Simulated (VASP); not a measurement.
Wanted: the native input for a VASP 6.6.1 run.

| Item | Value |
| --- | --- |
| Task | single point |
| Functional | revPBE |
| Potentials or basis | VASP PAW PBE potentials, release 64 (Sn_d) |
| Cutoff | 520 eV |
| k mesh | 9 × 9 × 9 |
| Occupations | fermi-dirac, width 0.05 eV |
| Spin | no spin polarisation |
| Dipole correction | no |
| Further INCAR settings | ALGO = Fast; EDIFF = 1e-06; NBANDS = 21 |

The structure of Sn lies in POSCAR:

```
Sn
1.0
   -2.9401404553      2.9401404553      1.5993019889
    2.9401404553     -2.9401404553      1.5993019889
    2.9401404553      2.9401404553     -1.5993019889
Sn
2
Direct
    0.0000000000      0.0000000000      0.0000000000
    0.7500000000      0.2500000000      0.5000000000
```

The input as run:

INCAR

```
ALGO = Fast ; EDIFF = 1E-6
ENCUT = 520 ; GGA = RE
ISIF = 2 ; ISMEAR = -1
LASPH = True ; LCHARG = False
LREAL = False ; LWAVE = False
NBANDS = 21 ; NELM = 100
PREC = Accurate ; SIGMA = 0.05
```

KPOINTS

```
k-points
0
Gamma
  9 9 9
```

Potentials or basis: VASP PAW PBE potentials, release 64 (Sn_d).

Run with:

```sh
$ cat potpaw_PBE.64/Sn_d/POTCAR > POTCAR
$ mpirun -np 1 vasp_std > vasp.out
```

Results of the run:

```yaml
Pressure: 2.4 GPa
Band_gap_on_the_k_mesh: zero (band 14 reaches 9.06 eV, above the bottom of band 15 at 5.09 eV)
```

Caveat: the PAW data sets were made with another functional, which shifts forces and pressure a little; spin-orbit coupling is left out, which moves the levels of the heavy elements.

Run time: 63 s on 1 thread of Intel(R) Xeon(R) Platinum 8488C (Sapphire Rapids), on a shared host, peak memory 0.24 GiB.
